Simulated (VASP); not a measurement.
# TePb (Pm-3m) in VASP: settings compared, part 3 of 3

VASP 6.6.1. The steps go on from the part before.

## Step 4: Relaxation of cell and atoms, PBEsol+D3(BJ)

File INCAR:

```
SYSTEM = TePb
PREC     = Accurate       ! precision mode
ENCUT    = 600            ! plane-wave cutoff, eV
EDIFF    = 1E-6           ! SCF threshold, eV
ISMEAR   = -1             ! smearing method
SIGMA    = 0.05           ! smearing width, eV
LREAL    = .FALSE.        ! projectors in reciprocal space
LASPH    = .TRUE.         ! aspherical terms in the spheres
NELM     = 100            ! most SCF steps
ALGO     = Normal         ! electronic algorithm
ISIF     = 3              ! what is computed and relaxed
LWAVE    = .FALSE.        ! write WAVECAR
LCHARG   = .FALSE.        ! write CHGCAR
GGA      = PS             ! functional
IVDW     = 12             ! dispersion correction
IBRION   = 2              ! ionic algorithm
NSW      = 60             ! ionic steps
EDIFFG   = -0.01          ! ionic threshold
```

File KPOINTS:

```
Automatic mesh
0
G
  7 7 7
  0 0 0
```

File POSCAR:

```
TePb
1.0
    4.0022870000      0.0000000000      0.0000000000
    0.0000000000      4.0022870000      0.0000000000
    0.0000000000      0.0000000000      4.0022870000
Pb Te
1 1
Direct
    0.0000000000      0.0000000000      0.0000000000
    0.5000000000      0.5000000000      0.5000000000
```

Potentials or basis: VASP PAW PBE potentials, release 64 (Pb_d, Te).

Run with:

```console
$ cat potpaw_PBE.64/Pb_d/POTCAR potpaw_PBE.64/Te/POTCAR > POTCAR
$ mpirun -np 1 vasp_std > vasp.out
```

OUTCAR:

```text
SYSTEM = TePb
   PREC = Accurate
   ENCUT = 600
   EDIFF = 1E-6
   ISMEAR = -1
   LREAL = .FALSE.
   LASPH = .TRUE.
   NELM = 100
   ISIF = 3
   GGA = PS
   IVDW = 12
   IBRION = 2
   NSW = 60
   EDIFFG = -0.01
 IVDW          = 12

 ion  position               nearest neighbor table
   1  0.000  0.000  0.000-   2 3.47   2 3.47   2 3.47   2 3.47   2 3.47   2 3.47   2 3.47   2 3.47

   2  0.500  0.500  0.500-   1 3.47   1 3.47   1 3.47   1 3.47   1 3.47   1 3.47   1 3.47   1 3.47

  LATTYP: Found a simple cubic cell.
 ALAT       =     4.0022870000

  Lattice vectors:

 A1 = (   4.0022870000,   0.0000000000,   0.0000000000)
 A2 = (   0.0000000000,   4.0022870000,   0.0000000000)
 A3 = (   0.0000000000,   0.0000000000,   4.0022870000)

Analysis of symmetry for initial positions (statically):
=====================================================================
 Subroutine PRICEL returns:
 Original cell was already a primitive cell.

 Routine SETGRP: Setting up the symmetry group for a
 simple cubic supercell.

 Subroutine GETGRP returns: Found 48 space group operations
 (whereof 48 operations were pure point group operations)
 out of a pool of 48 trial point group operations.

The static configuration has the point symmetry O_h .

Analysis of symmetry for dynamics (positions and initial velocities):
=====================================================================
 Subroutine PRICEL returns:
 Original cell was already a primitive cell.

 Routine SETGRP: Setting up the symmetry group for a
 simple cubic supercell.

 Subroutine GETGRP returns: Found 48 space group operations
 (whereof 48 operations were pure point group operations)
 out of a pool of 48 trial point group operations.

The dynamic configuration has the point symmetry O_h .

 Subroutine INISYM returns: Found 48 space group operations
 (whereof 48 operations are pure point group operations),
 and found     1 'primitive' translations

----------------------------------------------------------------------------------------

                                     Primitive cell

  volume of cell :      64.1098

  direct lattice vectors                    reciprocal lattice vectors
[... 98 lines left out ...]
   EFERMI_NEDOS =   21; number of points for ismear=-14 and -15
   IALGO  =     38    algorithm
   IMIX   =      4    mixing-type and parameters
     AMIX     =   0.40;   BMIX     =  1.00
     AMIX_MAG =   1.60;   BMIX_MAG =  1.00
  volume/ion in A,a.u.               =      32.05       216.32
  Fermi-wavevector in a.u.,A,eV,Ry     =   1.110307  2.098177 16.773027  1.232783
  Thomas-Fermi vector in A             =   2.246857
   LORBIT       =      0    0 simple, 1 ext, 2 COOP (PROOUT), +10 PAW based schemes
   GGA     = PS    functional components
   LHFCALC =     F    Hartree Fock is set to
   AEXX    =    0.0000 exact exchange contribution
   IVDW    =    12    specifies the selected vdW correction
   LEPSILON=     F    determine dielectric tensor
   LRPA    =     F    only Hartree local field effects (RPA)
 conjugate gradient relaxation of ions
 non-spin polarized calculation
  energy-cutoff  :      600.00
  volume of cell :       64.11
 maximum number of plane-waves:      2170
 NGX is ok and might be reduce to    32
   NGX = 15   NGY = 15   NGZ = 15

--------------------------------------- Ionic step        1  -------------------------------------------

 number of electron      20.0000004 magnetization

 Free energy of the ion-electron system (eV)
  ---------------------------------------------------
  ext. energy  EPLUGINS =         0.00000000
  ---------------------------------------------------
  free energy    TOTEN  =        -7.82947611 eV

  energy without entropy =       -7.81500466  energy(sigma->0) =       -7.82224038

 E-fermi :   6.2114     XC(G=0):  -9.8336

 val. band max:        6.1546773650   @ k =   0.1429   0.1429   0.1429
 cond. band min:       6.2209780714   @ k =   0.4286   0.4286   0.2857
 fundamental gap:      0.0663007064
 Fermi energy:         6.2114181387

 k-point     1 :       0.0000    0.0000    0.0000
  band No.  band energies     occupation
      1     -10.8203      2.00000
      2     -10.8203      2.00000
      3     -10.7369      2.00000
      4     -10.7369      2.00000
      5     -10.7369      2.00000
      6      -5.9573      2.00000
      7      -0.5672      2.00000
      8       4.6541      2.00000
      9       4.6541      2.00000
     10       4.6541      2.00000
     11      10.1881      0.00000
     12      10.1881      0.00000
     13      11.4565      0.00000
     14      11.4565      0.00000
[... 400 lines left out ...]
--------------------------------------- Ionic step        3  -------------------------------------------

 number of electron      20.0000008 magnetization

 Free energy of the ion-electron system (eV)
  ---------------------------------------------------
  ext. energy  EPLUGINS =         0.00000000
  ---------------------------------------------------
  free energy    TOTEN  =        -7.83554350 eV

  energy without entropy =       -7.81665437  energy(sigma->0) =       -7.82609893

 E-fermi :   7.6239     XC(G=0): -10.4149

 val. band max:        7.5692085348   @ k =   0.2857   0.1429   0.1429
 cond. band min:       7.6470188442   @ k =   0.4286   0.2857   0.2857
 fundamental gap:      0.0778103093
 Fermi energy:         7.6239082318

 k-point     1 :       0.0000    0.0000    0.0000
  band No.  band energies     occupation
      1      -9.2676      2.00000
      2      -9.2676      2.00000
      3      -9.1440      2.00000
      4      -9.1440      2.00000
      5      -9.1440      2.00000
      6      -5.3557      2.00000
      7       1.3366      2.00000
      8       5.8381      2.00000
      9       5.8381      2.00000
     10       5.8381      2.00000
     11      11.4993      0.00000
     12      11.4993      0.00000
     13      13.8216      0.00000
     14      13.8216      0.00000
[... 354 lines left out ...]
  FREE ENERGIE OF THE ION-ELECTRON SYSTEM (eV)
  ---------------------------------------------------
  free  energy   TOTEN  =        -8.7987216752 eV

  energy  without entropy=       -8.7798325397  energy(sigma->0) =       -8.78927711

 reached required accuracy - stopping structural energy minimisation
```

CONTCAR:

```text
TePb
   1.00000000000000
     3.8392428993231800   -0.0000000000000000   -0.0000000000000000
    -0.0000000000000000    3.8392428993231795   -0.0000000000000000
     0.0000000000000000   -0.0000000000000000    3.8392428993231795
  Pb              Te
     1     1
Direct
     0.0000000000000000    0.0000000000000000    0.0000000000000000
     0.5000000000000000    0.5000000000000000    0.5000000000000000

  0.00000000E+00  0.00000000E+00  0.00000000E+00
  0.00000000E+00  0.00000000E+00  0.00000000E+00
```

Wall time 32 s (1 thread of Intel Xeon Platinum 8488C (Sapphire Rapids), shared host); peak memory 0.21 GiB.

Results:

```yaml
Free_energy: -8.7987 eV
Relaxed_volume: 28.29 Å³/atom
Relaxed_cell: a = 3.839 Å, b = 3.839 Å, c = 3.839 Å, α = 90.00°, β = 90.00°, γ = 90.00°
Space_group_after_relaxing_to_0.1_Å: Pm-3m (No. 221)
Energy_gained_by_relaxing: 61.6 meV/atom
Ionic_steps: 3
Pressure_after_relaxing: 0.0 GPa
Band_gap_on_the_k_mesh: zero (bands 10 and 11 overlap by 1.13 eV)
Dispersion_energy_per_atom: -0.482 eV
```

The path:
```csv
step,energy change (eV),largest force (eV/Å),pressure (GPa),volume (Å³)
1,0.0000,0.0000,-4.46,64.11
2,-0.1226,0.0000,0.41,56.18
3,-0.1232,0.0000,0.05,56.59
```

Final structure:
```cif
data_structure
_symmetry_space_group_name_H-M 'P 1'
_symmetry_Int_Tables_number 1
_cell_length_a 3.8392
_cell_length_b 3.8392
_cell_length_c 3.8392
_cell_angle_alpha 90.000
_cell_angle_beta 90.000
_cell_angle_gamma 90.000
_cell_volume 56.59
loop_
_atom_site_label
_atom_site_type_symbol
_atom_site_fract_x
_atom_site_fract_y
_atom_site_fract_z
_atom_site_occupancy
Pb1 Pb 0.00000 0.00000 0.00000 1
Te1 Te 0.50000 0.50000 0.50000 1
```

Caveat: the PAW data sets were made with another functional, which shifts forces and pressure a little; spin-orbit coupling is left out, which moves the levels of the heavy elements.

## Step 5: Overview

```csv
task,level,cell,cutoff (eV),smearing,gap on the mesh (eV),pressure (GPa),relaxed volume (Å³/atom)
single point,PBE,as given,500,gaussian 0.024 eV,none,0.1,-
relaxation of cell and atoms,PBE+D4,relaxed,600,fermi-dirac 0.05 eV,none,0.0,32.34
relaxation of cell and atoms,PBEsol+D3(BJ),relaxed,600,fermi-dirac 0.05 eV,none,0.0,28.29
```

Alike in all rows: potentials or basis VASP PAW PBE potentials, release 64 (Pb_d, Te); no spin polarisation; k mesh 7 × 7 × 7.

Caveats: spin-orbit coupling is left out, which moves the levels of the heavy elements; semilocal functionals underestimate gaps, so a narrow gap can read as zero (at least some runs); the PAW data sets were made with another functional, which shifts forces and pressure a little (at least some runs).

Absolute energies hang on the potentials; compare differences alone.
